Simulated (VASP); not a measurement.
A run of VASP 6.6.1 is set up as follows.

INCAR

```
PREC     = Accurate       # precision mode
ENCUT    = 520            # plane-wave cutoff, eV
EDIFF    = 1E-6           # SCF threshold, eV
ISMEAR   = 0              # smearing method
SIGMA    = 0.01           # smearing width, eV
LREAL    = False          # projectors in reciprocal space
LASPH    = True           # aspherical terms in the spheres
NELM     = 60             # most SCF steps
ALGO     = Normal         # electronic algorithm
ISIF     = 2              # what is computed and relaxed
LWAVE    = False          # write WAVECAR
LCHARG   = False          # write CHGCAR
GGA      = RP             # functional
NBANDS   = 11             # bands
```

Contents of KPOINTS:

```
Automatic mesh
0
Gamma
  10 10 10
```

POSCAR

```
C
1.0
    0.0000000000      1.7942907919      1.7942907919
    1.7942907919      0.0000000000      1.7942907919
    1.7942907919      1.7942907919      0.0000000000
C
2
Direct
    0.0000000000      0.0000000000      0.0000000000
    0.2500000000      0.2500000000      0.2500000000
```

Potentials or basis: VASP PAW PBE potentials, release 64 (C).

Run with:

```sh
$ cat potpaw_PBE.64/C/POTCAR > POTCAR
$ mpirun -np 1 vasp_std > vasp.out
```

Task: Predict the pressure.

Result: 0.5 GPa.

Task: Predict the band gap on the k mesh.

Result: 4.13 eV, indirect (least direct gap 5.54 eV).

Caveat: the PAW data sets were made with another functional, which shifts forces and pressure a little. Expect the measured gap to be larger: semilocal functionals such as RPBE lack the derivative discontinuity.
